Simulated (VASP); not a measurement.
# Al2Ru (Fddd) in VASP: notebook

The runs below take Al2Ru through single point, with LDA.

Program: VASP 6.6.1. These are calculated values, not measurements. Logs are shortened: lines on timing, memory, paths and dates and some standing lists are left out, and cuts for length are marked.

### 1 The cell of the first run

Symmetry: Fddd, No. 70, orthorhombic system. Conventional cell: a = 4.822 Å, b = 7.706 Å, c = 8.472 Å, α = 90.00°, β = 90.00°, γ = 90.00°. Al (site symmetry 2) has 5 Ru at 2.51 to 2.75 Å and 9 Al at 2.54 to 3.11 Å within 3.3 Å. Within 3.3 Å of Ru (site symmetry 222) lie 10 Al at 2.51 to 2.75 Å and 4 Ru at 3.11 Å.

### 2 Single point, LDA (13.12 Å³/atom)

Contents of INCAR:

```
ALGO = Normal
EDIFF = 1E-7
ENCUT = 520
ISIF = 2
ISMEAR = 0
LASPH = T
LCHARG = F
LREAL = F
LWAVE = F
NBANDS = 29
NELM = 100
PREC = Accurate
SIGMA = 0.03
```

Contents of KPOINTS:

```
k-points
0
Gamma
  10 10 10
```

Contents of POSCAR:

```
Al2Ru
1.0
    0.0000000000      3.8531678675      4.2360780643
    2.4112381258      0.0000000000      4.2360780643
    2.4112381258      3.8531678675      0.0000000000
Al Ru
4 2
Direct
    0.0788992938      0.4211007062      0.0788992938
    0.4211007062      0.0788992938      0.4211007062
    0.1711007062      0.8288992938      0.1711007062
    0.8288992938      0.1711007062      0.8288992938
    0.7500000000      0.7500000000      0.7500000000
    0.5000000000      0.5000000000      0.5000000000
```

Potentials or basis: VASP PAW LDA potentials, release 64 (Al, Ru_pv).

Command:

```console
> cat potpaw_LDA.64/Al/POTCAR potpaw_LDA.64/Ru_pv/POTCAR > POTCAR
> mpirun -np 1 vasp_std > vasp.out
```

OUTCAR:

```text
EDIFF = 1E-7
   ENCUT = 520
   ISIF = 2
   ISMEAR = 0
   LASPH = T
   LREAL = F
   NELM = 100
   PREC = Accurate

 ion  position               nearest neighbor table
   1  0.079  0.421  0.079-   6 2.51   6 2.51   5 2.53   3 2.54   3 2.54   2 2.64   2 2.70   2 2.70
                             5 2.75   5 2.75   4 3.11   4 3.11   4 3.11   4 3.11
   2  0.421  0.079  0.421-   6 2.51   6 2.51   5 2.53   4 2.54   4 2.54   1 2.64   1 2.70   1 2.70
                             5 2.75   5 2.75   3 3.11   3 3.11   3 3.11   3 3.11
   3  0.171  0.829  0.171-   5 2.51   5 2.51   6 2.53   1 2.54   1 2.54   4 2.64   4 2.70   4 2.70
                             6 2.75   6 2.75   2 3.11   2 3.11   2 3.11   2 3.11
   4  0.829  0.171  0.829-   5 2.51   5 2.51   6 2.53   2 2.54   2 2.54   3 2.64   3 2.70   3 2.70
                             6 2.75   6 2.75   1 3.11   1 3.11   1 3.11   1 3.11
   5  0.750  0.750  0.750-   4 2.51   4 2.51   3 2.51   3 2.51   1 2.53   2 2.53   2 2.75   2 2.75
                             1 2.75   1 2.75   6 3.11   6 3.11   6 3.11   6 3.11
   6  0.500  0.500  0.500-   2 2.51   2 2.51   1 2.51   1 2.51   3 2.53   4 2.53   3 2.75   3 2.75
                             4 2.75   4 2.75   5 3.11   5 3.11   5 3.11   5 3.11

  LATTYP: Found a face centered orthorhombic cell.
 ALAT       =     4.8224762516
 B/A-ratio  =     1.5980038746
 C/A-ratio  =     1.7568061897

  Lattice vectors:

 A1 = (   0.0000000000,   3.8531678675,   4.2360780643)
 A2 = (   2.4112381258,   0.0000000000,   4.2360780643)
 A3 = (   2.4112381258,   3.8531678675,   0.0000000000)

Analysis of symmetry for initial positions (statically):
=====================================================================
 Subroutine PRICEL returns:
 Original cell was already a primitive cell.

 Routine SETGRP: Setting up the symmetry group for a
 face centered orthorhombic supercell.

 Subroutine GETGRP returns: Found  8 space group operations
 (whereof  4 operations were pure point group operations)
 out of a pool of  8 trial point group operations.

The static configuration has the point symmetry D_2 .
 The point group associated with its full space group is D_2h.

Analysis of symmetry for dynamics (positions and initial velocities):
=====================================================================
 Subroutine PRICEL returns:
 Original cell was already a primitive cell.

 Routine SETGRP: Setting up the symmetry group for a
 face centered orthorhombic supercell.

 Subroutine GETGRP returns: Found  8 space group operations
 (whereof  4 operations were pure point group operations)
 out of a pool of  8 trial point group operations.

The dynamic configuration has the point symmetry D_2 .
 The point group associated with its full space group is D_2h.

 Subroutine INISYM returns: Found  8 space group operations
 (whereof  4 operations are pure point group operations),
 and found     1 'primitive' translations

----------------------------------------------------------------------------------------

                                     Primitive cell

  volume of cell :      78.7140

  direct lattice vectors                    reciprocal lattice vectors
     0.000000000  3.853167867  4.236078064    -0.207362348  0.129763358  0.118033708
     2.411238126  0.000000000  4.236078064     0.207362348 -0.129763358  0.118033708
     2.411238126  3.853167867  0.000000000     0.207362348  0.129763358 -0.118033708

  length of vectors
     5.726365338  4.874261653  4.545434183     0.271605649  0.271605649  0.271605649

  position of ions in fractional coordinates (direct lattice)
     0.078899294  0.421100706  0.078899294
     0.421100706  0.078899294  0.421100706
     0.171100706  0.828899294  0.171100706
     0.828899294  0.171100706  0.828899294
     0.750000000  0.750000000  0.750000000
     0.500000000  0.500000000  0.500000000

  ion indices of the primitive-cell ions
   primitive index   ion index
                 1           1
                 2           2
                 3           3
                 4           4
                 5           5
                 6           6

----------------------------------------------------------------------------------------

 KPOINTS: k-points

Automatic generation of k-mesh.
 Grid dimensions read from file:
 generate k-points for:   10   10   10

 Generating k-lattice:

  Cartesian coordinates                     Fractional coordinates (reciprocal lattice)
    -0.020736235  0.012976336  0.011803371     0.100000000 -0.000000000 -0.000000000
     0.020736235 -0.012976336  0.011803371    -0.000000000  0.100000000  0.000000000
     0.020736235  0.012976336 -0.011803371     0.000000000  0.000000000  0.100000000

  Length of vectors
     0.027160565  0.027160565  0.027160565

  Shift w.r.t. Gamma in fractional coordinates (k-lattice)
     0.000000000  0.000000000  0.000000000

 Subroutine IBZKPT returns following result:
 ===========================================

 Found    171 irreducible k-points:

 Following reciprocal coordinates:
            Coordinates               Weight
  0.000000  0.000000  0.000000      1.000000
  0.100000 -0.000000  0.000000      8.000000
  0.200000 -0.000000  0.000000      8.000000
  0.300000 -0.000000 -0.000000      8.000000
  0.400000  0.000000  0.000000      8.000000
  0.500000 -0.000000  0.000000      4.000000
[... 16 lines left out ...]
  0.300000  0.300000  0.000000      2.000000
  0.400000  0.300000  0.000000      8.000000
 [... further k-points ...]
   k-points           NKPTS =    171   k-points in BZ     NKDIM =    171   number of bands    NBANDS=     29
   number of dos      NEDOS =    301   number of ions     NIONS =      6
   total plane-waves  NPLWV =  62208
   dimension x,y,z NGX =    48 NGY =   36 NGZ =   36
   dimension x,y,z NGXF=    96 NGYF=   72 NGZF=   72
   ions per type =               4   2
   NGX,Y,Z   is equivalent  to a cutoff of  13.94, 12.28, 13.17 a.u.
   NGXF,Y,Z  is equivalent  to a cutoff of  27.87, 24.56, 26.33 a.u.
 SYSTEM =  unknown system
   PREC   = accura    normal or accurate (medium, high low for compatibility)
   ISTART =      0    job   : 0-new  1-cont  2-samecut
   ICHARG =      2    charge: 1-file 2-atom 10-const
   ISPIN  =      1    spin polarized calculation?
   LNONCOLLINEAR =      F non collinear calculations
   LSORBIT =      F    spin-orbit coupling
   LASPH  =      T    aspherical Exc in radial PAW
   ENCUT  =  520.0 eV  38.22 Ry    6.18 a.u.  10.65  9.06  8.45*2*pi/ulx,y,z
   NELM   =    100;   NELMIN=  2; NELMDL= -5     # of ELM steps
   EDIFF  = 0.1E-06   stopping-criterion for ELM
   LREAL  =      F    real-space projection
   EDIFFG = 0.1E-05   stopping-criterion for IOM
   NSW    =      0    number of steps for IOM
   IBRION =     -1    ionic relax: 0-MD 1-quasi-New 2-CG
   NFREE  =      0    steps in history (QN), initial steepest desc. (CG)
   ISIF   =      2    stress and relaxation
   ISYM   =      2    0-nonsym 1-usesym 2-fastsym
   POTIM  = 0.5000    time-step for ionic-motion
   TEBEG  =    0.0;   TEEND  =   0.0 temperature during run
   PSTRESS=    0.0 pullay stress
   NELECT =      40.0000    total number of electrons
   NUPDOWN=      -1.0000    fix difference up-down
   EMIN   =  10.00;   EMAX   =-10.00  energy-range for DOS
   EFERMI =   0.00;   METHOD = LEGACY
   ISMEAR =     0;   SIGMA  =   0.03  broadening in eV -4-tet -1-fermi 0-gaus
   EFERMI_NEDOS =   21; number of points for ismear=-14 and -15
   IALGO  =     38    algorithm
   IMIX   =      4    mixing-type and parameters
     AMIX     =   0.40;   BMIX     =  1.00
     AMIX_MAG =   1.60;   BMIX_MAG =  1.00
  volume/ion in A,a.u.               =      13.12        88.53
  Fermi-wavevector in a.u.,A,eV,Ry     =   1.306404  2.468746 23.220946  1.706691
  Thomas-Fermi vector in A             =   2.437208
   LORBIT       =      0    0 simple, 1 ext, 2 COOP (PROOUT), +10 PAW based schemes
   GGA     = CA    functional components
   LHFCALC =     F    Hartree Fock is set to
   AEXX    =    0.0000 exact exchange contribution
   IVDW    =     0    specifies the selected vdW correction
   LEPSILON=     F    determine dielectric tensor
   LRPA    =     F    only Hartree local field effects (RPA)
 non-spin polarized calculation
 Gauss-broadening in eV      SIGMA  =   0.03
  energy-cutoff  :      520.00
  volume of cell :       78.71
 maximum number of plane-waves:      2148
 NGX is ok and might be reduce to    48
   NGX = 21   NGY = 19   NGZ = 17

 number of electron      39.9999996 magnetization

 Free energy of the ion-electron system (eV)
  ---------------------------------------------------
  ext. energy  EPLUGINS =         0.00000000
  ---------------------------------------------------
  free energy    TOTEN  =       -42.19953500 eV

  energy without entropy =      -42.19953500  energy(sigma->0) =      -42.19953500

 E-fermi :  11.1205     XC(G=0): -12.3261

 val. band max:       10.9140235054   @ k =   0.0000   0.0000   0.0000
 cond. band min:      11.2788227082   @ k =   0.0000   0.4000   0.4000
 fundamental gap:      0.3647992028
 Fermi energy:        11.1205056946

 k-point     1 :       0.0000    0.0000    0.0000
  band No.  band energies     occupation
      1     -31.4280      2.00000
      2     -31.3456      2.00000
      3     -31.3127      2.00000
      4     -31.2972      2.00000
      5     -31.2780      2.00000
      6     -31.2552      2.00000
[... 21 lines left out ...]
     28      15.1749      0.00000
     29      16.2019      0.00000

 k-point     2 :       0.1000   -0.0000    0.0000
  band No.  band energies     occupation
      1     -31.4268      2.00000
      2     -31.3475      2.00000
      3     -31.3143      2.00000
      4     -31.2952      2.00000
      5     -31.2778      2.00000
      6     -31.2555      2.00000
[... 696 lines left out ...]
 k-point    24 :       0.4000    0.3000    0.0000
  band No.  band energies     occupation
      1     -31.3990      2.00000
      2     -31.3520      2.00000
      3     -31.3354      2.00000
      4     -31.3165      2.00000
      5     -31.2649      2.00000
      6     -31.2529      2.00000
[... 21 lines left out ...]
     28      16.4159      0.00000
     29      17.2683      0.00000

 [... further k-points ...]

------------------------ aborting loop because EDIFF is reached ----------------------------------------

  FORCE on cell =-STRESS in cart. coord.  units (eV):
  Direction    XX          YY          ZZ          XY          YZ          ZX
  --------------------------------------------------------------------------------------
  -------------------------------------------------------------------------------------
  Total       -3.4571895      5.3175743      5.3448040      0.0000000      0.0000000      0.0000000
  in kB      -70.3690660    108.2361083    108.7903523      0.0000000      0.0000000      0.0000000
  external PRESSURE =      48.8857982 kB  Pullay stress =       0.0000000 kB

 VOLUME and BASIS-vectors are now :
 -----------------------------------------------------------------------------
  energy-cutoff  :      520.00
  volume of cell :       78.71
      direct lattice vectors                 reciprocal lattice vectors
     0.000000000  3.853167867  4.236078064    -0.207362348  0.129763358  0.118033708
     2.411238126  0.000000000  4.236078064     0.207362348 -0.129763358  0.118033708
     2.411238126  3.853167867  0.000000000     0.207362348  0.129763358 -0.118033708

 POSITION                                       TOTAL-FORCE (eV/Angst)
 -----------------------------------------------------------------------------------
      1.20562      0.60802      2.11804         0.000000     -0.208042      0.000000
      1.20562      3.24514      2.11804         0.000000      0.208042      0.000000
      2.41124      1.31856      4.23608         0.000000      0.208042      0.000000
      2.41124      6.38778      4.23608         0.000000     -0.208042      0.000000
      3.61686      5.77975      6.35412         0.000000      0.000000      0.000000
      2.41124      3.85317      4.23608        -0.000000      0.000000     -0.000000
 -----------------------------------------------------------------------------------
    total drift:                               -0.000000     -0.000000     -0.000000

  FREE ENERGIE OF THE ION-ELECTRON SYSTEM (eV)
  ---------------------------------------------------
  free  energy   TOTEN  =       -42.1995349991 eV

  energy  without entropy=      -42.1995349991  energy(sigma->0) =      -42.19953500
```

It took 5.9 min on 1 thread of Intel Xeon Platinum 8488C (Sapphire Rapids), shared host; peak memory 0.42 GiB.

What came out:

```yaml
Free_energy: -42.1995 eV
Pressure: 4.9 GPa
Largest_force: 0.208 eV/Å
Band_gap_on_the_k_mesh: 0.36 eV (least direct gap 1.24 eV)
```

Forces in eV/Å, atoms in the order of the input:
```
Al   0.000 -0.208  0.000
Al   0.000  0.208  0.000
Al   0.000  0.208  0.000
Al   0.000 -0.208  0.000
Ru   0.000  0.000  0.000
Ru   0.000  0.000  0.000
```

Caveat: the stress differs along the axes, from -7 to 11 GPa.

### 3 Single point, LDA (13.12 Å³/atom)

Contents of INCAR:

```
ALGO = Normal ; EDIFF = 1E-6
ENCUT = 520 ; GGA = CA
ISIF = 2 ; ISMEAR = 0
LASPH = T ; LCHARG = F
LREAL = F ; LWAVE = F
NBANDS = 29 ; NELM = 80
PREC = Accurate ; SIGMA = 0.03
```

KPOINTS is that of step 2.

POSCAR: that of step 2 with these lines changed.

```diff
@@ -2,5 +2,5 @@
 1.0
-    0.0000000000      3.8531678675      4.2360780643
-    2.4112381258      0.0000000000      4.2360780643
-    2.4112381258      3.8531678675      0.0000000000
+    0.0000000000      3.9313321037      4.3220099048
+    2.3163090077      0.0000000000      4.3220099048
+    2.3163090077      3.9313321037      0.0000000000
 Al Ru
```

Potentials or basis: VASP PAW LDA potentials, release 64 (Al, Ru_pv).

Command:

```console
> cat potpaw_LDA.64/Al/POTCAR potpaw_LDA.64/Ru_pv/POTCAR > POTCAR
> mpirun -np 1 vasp_std > vasp.out
```

OUTCAR:

```text
EDIFF = 1E-6
   ENCUT = 520
   GGA = CA
   ISIF = 2
   ISMEAR = 0
   LASPH = T
   LREAL = F
   NELM = 80
   PREC = Accurate

 ion  position               nearest neighbor table
   1  0.079  0.421  0.079-   6 2.53   6 2.53   3 2.56   3 2.56   5 2.59   2 2.63   2 2.63   5 2.68
                             5 2.68   2 2.69   4 3.14   4 3.14   4 3.14   4 3.14
   2  0.421  0.079  0.421-   6 2.53   6 2.53   4 2.56   4 2.56   5 2.59   1 2.63   1 2.63   5 2.68
                             5 2.68   1 2.69   3 3.14   3 3.14   3 3.14   3 3.14
   3  0.171  0.829  0.171-   5 2.53   5 2.53   1 2.56   1 2.56   6 2.59   4 2.63   4 2.63   6 2.68
[... 986 lines left out ...]
  -------------------------------------------------------------------------------------
  Total        2.2764830      2.0291904      2.3715279      0.0000000      0.0000000      0.0000000
  in kB       46.3364763     41.3029816     48.2710594      0.0000000      0.0000000      0.0000000
  external PRESSURE =      45.3035058 kB  Pullay stress =       0.0000000 kB

 VOLUME and BASIS-vectors are now :
 -----------------------------------------------------------------------------
  energy-cutoff  :      520.00
  volume of cell :       78.71
      direct lattice vectors                 reciprocal lattice vectors
     0.000000000  3.931332104  4.322009905    -0.215860664  0.127183353  0.115686917
     2.316309008  0.000000000  4.322009905     0.215860664 -0.127183353  0.115686917
     2.316309008  3.931332104  0.000000000     0.215860664  0.127183353 -0.115686917

 POSITION                                       TOTAL-FORCE (eV/Angst)
 -----------------------------------------------------------------------------------
      1.15815      0.62036      2.16100        -0.000000      0.035255      0.000000
      1.15815      3.31097      2.16100        -0.000000     -0.035255      0.000000
      2.31631      1.34531      4.32201         0.000000     -0.035255      0.000000
      2.31631      6.51736      4.32201         0.000000      0.035255      0.000000
      3.47446      5.89700      6.48301        -0.000000      0.000000     -0.000000
      2.31631      3.93133      4.32201         0.000000      0.000000      0.000000
 -----------------------------------------------------------------------------------
    total drift:                               -0.000000     -0.000000     -0.000000

  FREE ENERGIE OF THE ION-ELECTRON SYSTEM (eV)
  ---------------------------------------------------
  free  energy   TOTEN  =       -42.3766640519 eV

  energy  without entropy=      -42.3766571844  energy(sigma->0) =      -42.37666062
```

stdout:

```text
POSCAR found type information on POSCAR AlRu
 POSCAR found :  2 types and       6 ions
 scaLAPACK will be used
 LDA part: xc-table for (Slater(with rela. corr.)+CA(PZ))
 , standard interpolation
 POSCAR, INCAR and KPOINTS ok, starting setup
 FFT: planning ... GRIDC
 FFT: planning ... GRID_SOFT
 FFT: planning ... GRID
 WAVECAR not read
 entering main loop
```

Run time: 5.7 min. Hardware: 1 thread of Intel Xeon Platinum 8488C (Sapphire Rapids), shared host; peak memory 0.42 GiB.

What came out:

```yaml
Free_energy: -42.3767 eV
Pressure: 4.5 GPa
Largest_force: 0.035 eV/Å
```

Forces in eV/Å, atoms in the order of the input:
```
Al   0.000  0.035  0.000
Al   0.000 -0.035  0.000
Al   0.000 -0.035  0.000
Al   0.000  0.035  0.000
Ru   0.000  0.000  0.000
Ru   0.000  0.000  0.000
```

Levels at points of the mesh, in eV from the Fermi level:
```tsv
k point	band 18	band 19	band 20	band 21	band 22	band 23
(0.00, 0.00, 0.00)	-1.37	-1.30	-0.04	1.73	2.33	2.43
(0.50, 0.00, 0.00)	-2.26	-1.25	-0.98	0.32	0.70	1.91
(0.50, 0.50, 0.00)	-1.74	-1.42	-1.42	2.31	2.31	2.55
(0.50, 0.00, 0.50)	-2.43	-1.58	-1.58	1.81	1.81	2.51
(0.00, 0.50, 0.50)	-2.72	-1.38	-1.38	0.33	0.33	4.72
```

Caveat: the cell stands under pressure.
